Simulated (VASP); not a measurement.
Wanted: the native input for a VASP 6.6.1 run.

```
Task                   : single point
Functional             : LDA
Potentials or basis    : VASP PAW LDA potentials, release 64 (Si)
Cutoff                 : 520 eV
k mesh                 : 12 × 12 × 6
Occupations            : gaussian, width 0.03 eV
Spin                   : no spin polarisation
Dipole correction      : no
Further INCAR settings : ALGO = Normal; EDIFF = 1e-07; NBANDS = 16
```

The structure of Si lies in POSCAR:

```
Si
1.0
    3.8313174605      0.0000000000      0.0000000000
   -1.9156587303      3.3180182508      0.0000000000
    0.0000000000      0.0000000000      6.3326220002
Si
4
Direct
    0.3785410413      0.7570820825      0.1577569837
    0.6666666667      0.3333333333      0.5630095000
    0.3333333333      0.6666666667      0.4369905000
    0.6666666667      0.3333333333      0.9369905000
```

This cell differs from its parent crystal: atom 1 (Si) moved by (+0.300, +0.600) A along y and z.

One way to write it, as run:

INCAR

```
PREC     = Accurate       # precision mode
ENCUT    = 520            # plane-wave cutoff, eV
EDIFF    = 1E-7           # SCF threshold, eV
ISMEAR   = 0              # smearing method
SIGMA    = 0.03           # smearing width, eV
LREAL    = False          # projectors in reciprocal space
LASPH    = True           # aspherical terms in the spheres
NELM     = 100            # most SCF steps
ALGO     = Normal         # electronic algorithm
ISIF     = 2              # what is computed and relaxed
LWAVE    = False          # write WAVECAR
LCHARG   = False          # write CHGCAR
NBANDS   = 16             # bands
```

KPOINTS

```
regular mesh
0
Gamma
  12 12 6
```

Potentials or basis: VASP PAW LDA potentials, release 64 (Si).

Run with:

```bash
$ cat potpaw_LDA.64/Si/POTCAR > POTCAR
$ mpirun -np 1 vasp_std > vasp.out
```

Results of the run:

| Item | Value |
| --- | --- |
| Pressure | 10.7 GPa |
| Largest force | 16.688 eV/Å |
| Band gap on the k mesh | zero (bands 8 and 9 overlap by 1.25 eV) |

Caveat: the cell differs from its parent crystal (atom 1 (Si) moved by (+0.300, +0.600) A along y and z); the cell stands under pressure; forces of over 1 eV/Å act on the atoms, so gaps and moduli don't describe the material at rest.

It took 110 s on 1 thread of AMD EPYC 9R45 96-Core Processor (Zen 5), with other jobs on the host, peak memory 0.29 GiB.
